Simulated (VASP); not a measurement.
Write the native input for VASP 6.6.1 that does the following.

```
Task                   : single point
Functional             : PBEsol
Potentials or basis    : VASP PAW PBE potentials, release 64 (Zn, O, H)
Cutoff                 : 520 eV
k mesh                 : 4 × 4 × 8
Occupations            : gaussian, width 0.05 eV
Spin                   : no spin polarisation
Dipole correction      : no
Further INCAR settings : ALGO = Normal; EDIFF = 1e-07; NBANDS = 46
```

The structure of Zn4HO4 (a cell with a defect) lies in POSCAR:

```
Zn4HO4
1.0
    5.5148137916      0.0000000000      0.0000000000
    0.0000000000      5.5148137916      0.0000000000
    0.0000000000      0.0000000000      3.2430062931
Zn O H
4 4 1
Direct
    0.1820657240      0.1820657240      0.5000000000
    0.8179342760      0.8179342760      0.5000000000
    0.6820657240      0.3179342760      0.0000000000
    0.3179342760      0.6820657240      0.0000000000
    0.8180023132      0.1819976868      0.5000000000
    0.1819976868      0.8180023132      0.5000000000
    0.6819976868      0.6819976868      0.0000000000
    0.3180023132      0.3180023132      0.0000000000
    1.0000405349      0.0819976868      0.5000000000
```

These files were run (other wordings do the same):

INCAR

```
PREC     = Accurate       # precision mode
ENCUT    = 520            # plane-wave cutoff, eV
EDIFF    = 1E-7           # SCF threshold, eV
ISMEAR   = 0              # smearing method
SIGMA    = 0.05           # smearing width, eV
LREAL    = False          # projectors in reciprocal space
LASPH    = True           # aspherical terms in the spheres
NELM     = 80             # most SCF steps
ALGO     = Normal         # electronic algorithm
ISIF     = 2              # what is computed and relaxed
LWAVE    = False          # write WAVECAR
LCHARG   = True           # write CHGCAR
GGA      = PS             # functional
LELF     = True           # ELF
LVHAR    = True         
NBANDS   = 46             # bands
```

KPOINTS

```
regular mesh
0
Gamma
  4 4 8
```

Potentials or basis: VASP PAW PBE potentials, release 64 (Zn, O, H).

Launch:

```sh
$ cat potpaw_PBE.64/Zn/POTCAR potpaw_PBE.64/O/POTCAR potpaw_PBE.64/H/POTCAR > POTCAR
$ mpirun -np 1 vasp_std > vasp.out
```

It gave:

```json
{
 "Pressure": "19.2 GPa",
 "Largest force": "15.362 eV/Å",
 "Band gap on the k mesh": "zero (an odd number of electrons rules out a gap without spin polarisation)"
}
```

Caveat: the PAW data sets were made with another functional, which shifts forces and pressure a little; an odd number of electrons without spin polarisation forces a metal; a magnetic or distorted state may lie lower.

Run time: 2.7 min on 1 thread of AMD EPYC 9R45 (Zen 5) (shared host), peak memory 0.28 GiB.
